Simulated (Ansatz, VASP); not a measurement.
**Zr5N in VASP and in Ansatz**

INCAR

```
SYSTEM = Zr5N
  PREC = Accurate
  ENCUT = 600
  EDIFF = 1E-6
  ISMEAR = 0
  SIGMA = 0.1
  LREAL = .FALSE.
  LASPH = .TRUE.
  NELM = 100
  ALGO = Normal
  ISIF = 3
  LWAVE = .FALSE.
  LCHARG = .FALSE.
  GGA = PE
  IBRION = 2
  NSW = 100
  EDIFFG = -0.01
```

KPOINTS

```
Automatic mesh
0
G
  12 12 4
  0 0 0
```

Contents of POSCAR:

```
Zr5N
1.0
    3.1655278322      0.0000000000      0.0000000000
   -1.5827639161      2.7414275191      0.0000000000
    0.0000000000      0.0000000000     13.6661918974
Zr N
5 1
Direct
    0.6666666667      0.3333333333      0.8928994370
    0.3333333333      0.6666666667      0.6938317296
    0.6666666667      0.3333333333      0.5000000000
    0.3333333333      0.6666666667      0.3061682704
    0.6666666667      0.3333333333      0.1071005630
    0.3333333333      0.6666666667      0.0000000000
```

Input for Ansatz:

```yaml
crystal:
  lattice:
    - [3.1655278322, 0.0, 0.0]
    - [-1.5827639161, 2.7414275191, 0.0]
    - [0.0, 0.0, 13.6661918974]
  atoms:
    - { symbol: Zr, position: [0.6666666667, 0.3333333333, 0.892899437] }
    - { symbol: Zr, position: [0.3333333333, 0.6666666667, 0.6938317296] }
    - { symbol: Zr, position: [0.6666666667, 0.3333333333, 0.5] }
    - { symbol: Zr, position: [0.3333333333, 0.6666666667, 0.3061682704] }
    - { symbol: Zr, position: [0.6666666667, 0.3333333333, 0.107100563] }
    - { symbol: "N", position: [0.3333333333, 0.6666666667, 0.0] }
basis:
  ecutwfc: 420
kpoints:
  mp_grid: { grid: [12, 12, 4] }
hamiltonian:
  xc: pbe
scf:
  occupations: { method: gaussian, width: 0.1 }
output:
  forces: true
  stress: true
  eigenvalues: true
  write_density: true
  write_potential: true
  elf: true
  volumetric_format: npy
relax:
  adjacent_minimum: "off"
  f_tol: 0.01
  max_steps: 80
  cell: { stress_tol: 0.05 }
```

Change from the starting cell: species swapped into the CeMg5 type (P-6m2, No. 187).

Alike in both runs: task relaxation of cell and atoms; functional PBE; k mesh 12 × 12 × 4; occupations gaussian, width 0.1 eV; no spin polarisation.

|  | VASP | Ansatz |
| --- | --- | --- |
| version | VASP 6.6.1 | Ansatz 0.2.0 |
| potentials or method | VASP PAW PBE potentials, release 64 (Zr_sv, N), cutoff 600 eV | scalar-relativistic, plane waves, PAW |
| valence electrons in the cell | 65 | 65 |

VASP gave:

```
gap on the k mesh at the Fermi level, each at its own relaxed structure (eV) : none
relaxed volume (Å³/atom)                                                     : 19.84
relaxed cell length with the largest relative difference (Å)                 : 3.184
```

**Question.** Which values does Ansatz return?

**Answer.** gap on the k mesh at the Fermi level, each at its own relaxed structure (eV): none; relaxed volume (Å³/atom): 19.82; relaxed cell length with the largest relative difference (Å): 3.183.

A gap of «none» marks a metal or a gap that the smearing closes.
